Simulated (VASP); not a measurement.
# PtSe2 in VASP: notebook

The runs below take PtSe2 through single point, with PBE+D3(BJ).

All numbers are computed with VASP 6.6.1; they aren't measurements. Logs are shortened: lines on timing, memory, paths and dates and some standing lists are left out, and cuts for length are marked.

## (1) The cell of the first run

The cell holds a slab with vacuum, 6 atoms: a = 3.707 Å, b = 3.707 Å, c = 22.798 Å, α = 90.00°, β = 90.00°, γ = 120.00°.

## (2) Single point, PBE+D3(BJ)

Contents of INCAR:

```
SYSTEM = PtSe2
PREC = Accurate
ENCUT = 520
EDIFF = 1E-6
ISMEAR = 0
SIGMA = 0.05
LREAL = .FALSE.
LASPH = .TRUE.
NELM = 60
ALGO = Normal
ISIF = 2
LWAVE = .FALSE.
LCHARG = .FALSE.
LDIPOL = .TRUE.
IDIPOL = 3
DIPOL = 0.5 0.5 0.391
GGA = PE
IVDW = 12
NBANDS = 31
```

Contents of KPOINTS:

```
Automatic mesh
0
G
  9 9 1
  0 0 0
```

Contents of POSCAR:

```
PtSe2
1.0
    3.7070358307      0.0000000000      0.0000000000
   -1.8535179153      3.2103872021      0.0000000000
    0.0000000000      0.0000000000     22.7981611688
Se Pt
4 2
Direct
    0.6666666667      0.3333333333      0.1973843402
    0.3333333333      0.6666666667      0.3135814565
    0.3333333333      1.0000000000      0.4675412418
    0.0000000000      1.3333333333      0.5837383581
    0.0000000000      0.0000000000      0.2554828983
   -0.3333333333      0.6666666667      0.5256398000
```

Potentials or basis: VASP PAW PBE potentials, release 64 (Se, Pt).

On the command line:

```console
> cat potpaw_PBE.64/Se/POTCAR potpaw_PBE.64/Pt/POTCAR > POTCAR
> mpirun -np 1 vasp_std > vasp.out
```

OUTCAR:

```text
SYSTEM = PtSe2
   PREC = Accurate
   ENCUT = 520
   EDIFF = 1E-6
   ISMEAR = 0
   LREAL = .FALSE.
   LASPH = .TRUE.
   NELM = 60
   ISIF = 2
   GGA = PE
   IVDW = 12
 IVDW          = 12

 ion  position               nearest neighbor table
   1  0.667  0.333  0.197-   5 2.52   5 2.52   5 2.52
   2  0.333  0.667  0.314-   5 2.52   5 2.52   5 2.52
   3  0.333  0.000  0.468-   6 2.52   6 2.52   6 2.52
   4  0.000  0.333  0.584-   6 2.52   6 2.52   6 2.52
   5  0.000  0.000  0.255-   1 2.52   1 2.52   1 2.52   2 2.52   2 2.52   2 2.52
   6  0.667  0.667  0.526-   4 2.52   4 2.52   4 2.52   3 2.52   3 2.52   3 2.52

  LATTYP: Found a hexagonal cell.
 ALAT       =     3.7070358307
 C/A-ratio  =     6.1499705452

  Lattice vectors:

 A1 = (   3.7070358307,   0.0000000000,   0.0000000000)
 A2 = (  -1.8535179153,   3.2103872021,   0.0000000000)
 A3 = (   0.0000000000,   0.0000000000,  22.7981611688)

Analysis of symmetry for initial positions (statically):
=====================================================================
 Subroutine PRICEL returns:
 Original cell was already a primitive cell.

 Routine SETGRP: Setting up the symmetry group for a
 hexagonal supercell.

 Subroutine GETGRP returns: Found  2 space group operations
 (whereof  1 operations were pure point group operations)
 out of a pool of 24 trial point group operations.

The static configuration has the point symmetry C_1 .
 The point group associated with its full space group is S_2 .

Analysis of symmetry for dynamics (positions and initial velocities):
=====================================================================
 Subroutine PRICEL returns:
 Original cell was already a primitive cell.

 Routine SETGRP: Setting up the symmetry group for a
 hexagonal supercell.

 Subroutine GETGRP returns: Found  2 space group operations
 (whereof  1 operations were pure point group operations)
 out of a pool of 24 trial point group operations.

The dynamic configuration has the point symmetry C_1 .
 The point group associated with its full space group is S_2 .

 Subroutine INISYM returns: Found  2 space group operations
 (whereof  1 operations are pure point group operations),
 and found     1 'primitive' translations

----------------------------------------------------------------------------------------

                                     Primitive cell

  volume of cell :     271.3214

  direct lattice vectors                    reciprocal lattice vectors
[... 105 lines left out ...]
   PSTRESS=    0.0 pullay stress
   NELECT =      44.0000    total number of electrons
   NUPDOWN=      -1.0000    fix difference up-down
   EMIN   =  10.00;   EMAX   =-10.00  energy-range for DOS
   EFERMI =   0.00;   METHOD = LEGACY
   ISMEAR =     0;   SIGMA  =   0.05  broadening in eV -4-tet -1-fermi 0-gaus
   EFERMI_NEDOS =   21; number of points for ismear=-14 and -15
   IALGO  =     38    algorithm
   IMIX   =      4    mixing-type and parameters
     AMIX     =   0.40;   BMIX     =  1.00
     AMIX_MAG =   1.60;   BMIX_MAG =  1.00
  volume/ion in A,a.u.               =      45.22       305.16
  Fermi-wavevector in a.u.,A,eV,Ry     =   0.892752  1.687058 10.843938  0.797007
  Thomas-Fermi vector in A             =   2.014742
   LORBIT       =      0    0 simple, 1 ext, 2 COOP (PROOUT), +10 PAW based schemes
   GGA     = PE    functional components
   LHFCALC =     F    Hartree Fock is set to
   AEXX    =    0.0000 exact exchange contribution
   IVDW    =    12    specifies the selected vdW correction
   LEPSILON=     F    determine dielectric tensor
   LRPA    =     F    only Hartree local field effects (RPA)
 non-spin polarized calculation
 Gauss-broadening in eV      SIGMA  =   0.05
  energy-cutoff  :      520.00
  volume of cell :      271.32
 maximum number of plane-waves:      7334
   NGX = 13   NGY = 13   NGZ = 85

 dipolmoment           0.000000      0.000000      0.000043 electrons x Angstroem

 number of electron      44.0000001 magnetization

 dipolmoment           0.000000      0.000000     -0.000006 electrons x Angstroem

 Free energy of the ion-electron system (eV)
  ---------------------------------------------------
  ext. energy  EPLUGINS =         0.00000000
  ---------------------------------------------------
  free energy    TOTEN  =       -28.56193636 eV

  energy without entropy =      -28.56193636  energy(sigma->0) =      -28.56193636

 E-fermi :  -0.1797     XC(G=0):  -5.5144

 val. band max:       -0.4030659893   @ k =  -0.2222   0.1111   0.0000
 cond. band min:       0.5199871927   @ k =   0.2222  -0.0000   0.0000
 fundamental gap:      0.9230531820
 Fermi energy:        -0.1797121112

 k-point     1 :       0.0000    0.0000    0.0000
  band No.  band energies     occupation
      1     -14.7590      2.00000
      2     -14.7064      2.00000
      3     -13.0227      2.00000
      4     -12.9163      2.00000
      5      -6.0065      2.00000
      6      -5.7767      2.00000
[... 805 lines left out ...]
     30       6.4014      0.00000
     31       6.7594      0.00000

 [... further k-points ...]

------------------------ aborting loop because EDIFF is reached ----------------------------------------

 vacuum level on the upper side and lower side of the slab       (xc-potential included)        -0.191        -0.191

 Edisp (eV)   -2.06239

 E8    (eV) :    -0.9142

  FORCE on cell =-STRESS in cart. coord.  units (eV):
  Direction    XX          YY          ZZ          XY          YZ          ZX
  --------------------------------------------------------------------------------------
  -------------------------------------------------------------------------------------
  Total      -0.17852    -0.06466    -0.57946    -0.01726     0.14628    -0.09146
  in kB      -1.05415    -0.38180    -3.42177    -0.10192     0.86378    -0.54010
  external pressure =       -1.62 kB  Pullay stress =        0.00 kB

 VOLUME and BASIS-vectors are now :
 -----------------------------------------------------------------------------
  energy-cutoff  :      520.00
  volume of cell :      271.32
      direct lattice vectors                 reciprocal lattice vectors
     3.707035831  0.000000000  0.000000000     0.269757306  0.155744453  0.000000000
    -1.853517915  3.210387202  0.000000000     0.000000000  0.311488907  0.000000000
     0.000000000  0.000000000 22.798161169     0.000000000  0.000000000  0.043863187

 POSITION                                       TOTAL-FORCE (eV/Angst)
 -----------------------------------------------------------------------------------
      1.85352      1.07013      4.50000         0.008139     -0.019090     -0.004402
     -0.00000      2.14026      7.14908         0.010342     -0.032823      0.047466
      1.23568      0.00000     10.65908        -0.010342      0.032823     -0.047466
     -0.61784      1.07013     13.30816        -0.008139      0.019090      0.004402
      0.00000      0.00000      5.82454        -0.002523      0.022490      0.065475
      1.23568      2.14026     11.98362         0.002523     -0.022490     -0.065475
 -----------------------------------------------------------------------------------
    total drift:                                0.000004      0.000006     -0.000163

  FREE ENERGIE OF THE ION-ELECTRON SYSTEM (eV)
  ---------------------------------------------------
  free  energy   TOTEN  =       -30.6243272234 eV

  energy  without entropy=      -30.6243272234  energy(sigma->0) =      -30.62432722

 vacuum level on the upper side and lower side of the slab         4.846         4.846
```

OSZICAR:

```text
N       E                     dE             d eps       ncg     rms          rms(c)
DAV:   1     0.298141620282E+03    0.29814E+03   -0.17224E+04  2542   0.115E+03
DAV:   2    -0.304916416845E+01   -0.30119E+03   -0.28615E+03  3372   0.213E+02
DAV:   3    -0.296231271322E+02   -0.26574E+02   -0.26036E+02  3060   0.678E+01
[... 14 lines left out ...]
DAV:  18    -0.285619183506E+02   -0.91785E-05   -0.66088E-07  2310   0.281E-03    0.863E-04
DAV:  19    -0.285619293075E+02   -0.10957E-04   -0.43579E-07  2202   0.221E-03    0.212E-03
DAV:  20    -0.285619319097E+02   -0.26022E-05   -0.68761E-08  2104   0.112E-03    0.339E-04
DAV:  21    -0.285619358200E+02   -0.39103E-05   -0.96312E-08  1967   0.114E-03    0.834E-04
DAV:  22    -0.285619363629E+02   -0.54295E-06   -0.23868E-08  2097   0.601E-04
   1 F= -.30624327E+02 E0= -.30624327E+02  d E =-.151731E-11
```

It took 4 min on 1 thread of Intel Xeon 6975P-C (Granite Rapids), shared host; peak memory 0.55 GiB.

Results:

```
Free energy                : -30.6243 eV
Largest force              : 0.069 eV/Å
Band gap on the k mesh     : 0.92 eV, indirect (least direct gap 1.10 eV)
Dispersion energy per atom : -0.344 eV
```

Forces in eV/Å, atoms in the order of the input:
```
Se   0.008 -0.019 -0.004
Se   0.010 -0.033  0.047
Se  -0.010  0.033 -0.047
Se  -0.008  0.019  0.004
Pt  -0.003  0.022  0.065
Pt   0.003 -0.022 -0.065
```

Caveat: spin-orbit coupling is left out, which moves the levels of the heavy elements.

## (3) Single point, PBE+D3(BJ)

Contents of INCAR:

```
ALGO     = Normal         # electronic algorithm
DIPOL    = 0.5 0.5 0.391
EDIFF    = 1E-6           # SCF threshold, eV
ENCUT    = 520            # plane-wave cutoff, eV
GGA      = PE             # functional
IDIPOL   = 3            
ISIF     = 2              # what is computed and relaxed
ISMEAR   = 0              # smearing method
IVDW     = 12             # dispersion correction
LASPH    = True           # aspherical terms in the spheres
LCHARG   = True           # write CHGCAR
LDIPOL   = True         
LELF     = True           # ELF
LREAL    = False          # projectors in reciprocal space
LVACPOTAV= True         
LVHAR    = True         
LWAVE    = False          # write WAVECAR
NBANDS   = 31             # bands
NELM     = 80             # most SCF steps
PREC     = Accurate       # precision mode
SIGMA    = 0.05           # smearing width, eV
```

Contents of KPOINTS:

```
k-points
0
Gamma
  9 9 1
```

Contents of POSCAR:

```
PtSe2
1.0
    3.7070358307      0.0000000000      0.0000000000
   -1.8535179153      3.2103872021      0.0000000000
    0.0000000000      0.0000000000     22.7981611688
Se Pt
4 2
Direct
    0.6666666667      0.3333333333      0.1973843402
    0.3333333333      0.6666666667      0.3135814565
    0.3333333333      0.8333333333      0.4675412418
    0.0000000000      1.1666666667      0.5837383581
    0.0000000000      0.0000000000      0.2554828983
   -0.3333333333      0.5000000000      0.5256398000
```

Potentials or basis: VASP PAW PBE potentials, release 64 (Se, Pt).

On the command line:

```console
> cat potpaw_PBE.64/Se/POTCAR potpaw_PBE.64/Pt/POTCAR > POTCAR
> mpirun -np 1 vasp_std > vasp.out
```

Wall time 4.4 min (1 thread of Intel Xeon 6975P-C (Granite Rapids), shared host); peak memory 0.56 GiB.

It converged, with:

- Free energy: -30.6000 eV
- Largest force: 0.047 eV/Å
- Band gap on the k mesh: 0.85 eV, indirect (least direct gap 1.04 eV)
- Dispersion energy per atom: -0.343 eV

Forces in eV/Å, atoms in the order of the input:
```
Se   0.010 -0.020 -0.003
Se   0.017 -0.035 -0.004
Se  -0.017  0.035  0.004
Se  -0.010  0.020  0.003
Pt  -0.008  0.022  0.040
Pt   0.008 -0.022 -0.040
```

Levels at points of the mesh, in eV from the valence-band top:
```csv
k point,band 19,band 20,band 21,band 22,band 23,band 24,band 25,band 26
"(0.00, 0.00, 0.00)",-0.39,-0.36,-0.34,-0.32,2.55,2.57,2.63,2.66
```

Caveat: spin-orbit coupling is left out, which moves the levels of the heavy elements.

## (4) Single point, PBE+D3(BJ)

Contents of INCAR:

```
SYSTEM = PtSe2
PREC = Accurate
ENCUT = 520
EDIFF = 1E-6
ISMEAR = 0
SIGMA = 0.05
LREAL = .FALSE.
LASPH = .TRUE.
NELM = 60
ALGO = Normal
ISIF = 2
LWAVE = .FALSE.
LCHARG = .FALSE.
LDIPOL = .TRUE.
IDIPOL = 3
DIPOL = 0.5 0.5 0.391
GGA = PE
IVDW = 12
NBANDS = 31
```

Contents of KPOINTS:

```
regular mesh
0
G
  9 9 1
  0 0 0
```

Contents of POSCAR:

```
PtSe2
1.0
    3.7070358307      0.0000000000      0.0000000000
   -1.8535179153      3.2103872021      0.0000000000
    0.0000000000      0.0000000000     22.7981611688
Se Pt
4 2
Direct
    0.6666666667      0.3333333333      0.1973843402
    0.3333333333      0.6666666667      0.3135814565
    0.5000000000      1.3333333333      0.4675412418
    0.1666666667      1.6666666667      0.5837383581
    0.0000000000      0.0000000000      0.2554828983
   -0.1666666667      1.0000000000      0.5256398000
```

On the command line:

```console
> cat potpaw_PBE.64/Se/POTCAR potpaw_PBE.64/Pt/POTCAR > POTCAR
> mpirun -np 1 vasp_std > vasp.out
```

It took 4 min on 1 thread of Intel Xeon 6975P-C (Granite Rapids), shared host; peak memory 0.56 GiB.

Results (log left out):

| Item | Value |
| --- | --- |
| Free energy | -30.6355 eV |
| Largest force | 0.085 eV/Å |
| Band gap on the k mesh | 0.96 eV, indirect (least direct gap 1.14 eV) |
| Dispersion energy per atom | -0.344 eV |

Forces on the atoms (eV/Å):
```
Se  -0.011  0.006 -0.006
Se  -0.020  0.008  0.068
Se   0.020 -0.008 -0.068
Se   0.011 -0.006  0.006
Pt   0.017 -0.005  0.083
Pt  -0.017  0.005 -0.083
```

Levels at points of the mesh, in eV from the valence-band top:
| k point | band 18 | band 19 | band 20 | band 21 | band 22 | band 23 | band 24 | band 25 | band 26 | band 27 |
| --- | --- | --- | --- | --- | --- | --- | --- | --- | --- | --- |
| (0.00, 0.00, 0.00) | -0.43 | -0.28 | -0.26 | -0.24 | -0.22 | 2.66 | 2.71 | 2.71 | 2.76 | 4.29 |

Caveat: spin-orbit coupling is left out, which moves the levels of the heavy elements.

(Part 1 of 2 ends here.)
